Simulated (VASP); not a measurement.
A run of VASP 6.6.1:

Contents of INCAR:

```
ALGO = Normal
EDIFF = 1E-6
ENCUT = 500
GGA_COMPAT = F
ISIF = 2
ISMEAR = -1
LASPH = T
LCHARG = T
LELF = T
LREAL = F
LVHAR = T
LWAVE = F
NBANDS = 34
NELM = 120
PREC = Accurate
SIGMA = 0.1
```

File KPOINTS:

```
k-points
0
Gamma
  5 5 5
```

POSCAR

```
ScRu3
1.0
    3.9384370000      0.0000000000      0.0000000000
    0.0000000000      3.9384370000      0.0000000000
    0.0000000000      0.0000000000      3.9384370000
Sc Ru
1 3
Direct
    0.0000000000      0.0000000000      0.0000000000
    0.0000000000      0.5000000000      0.5000000000
    0.5000000000      0.0000000000      0.5000000000
    0.5000000000      0.5000000000      0.0000000000
```

Potentials or basis: VASP PAW LDA potentials, release 64 (Sc_sv, Ru_pv).

The run is started by

```console
$ cat potpaw_LDA.64/Sc_sv/POTCAR potpaw_LDA.64/Ru_pv/POTCAR > POTCAR
$ mpirun -np 1 vasp_std > vasp.out
```

Hardware: 1 thread of AMD EPYC 7R43 64-Core Processor (Zen 3), on a shared host.

Estimate the wall time of this run.

Run time: 19 s on 1 thread of AMD EPYC 7R43 64-Core Processor (Zen 3), with other jobs on the host, peak memory 0.11 GiB. Counts: scf iterations 13, k points 10.
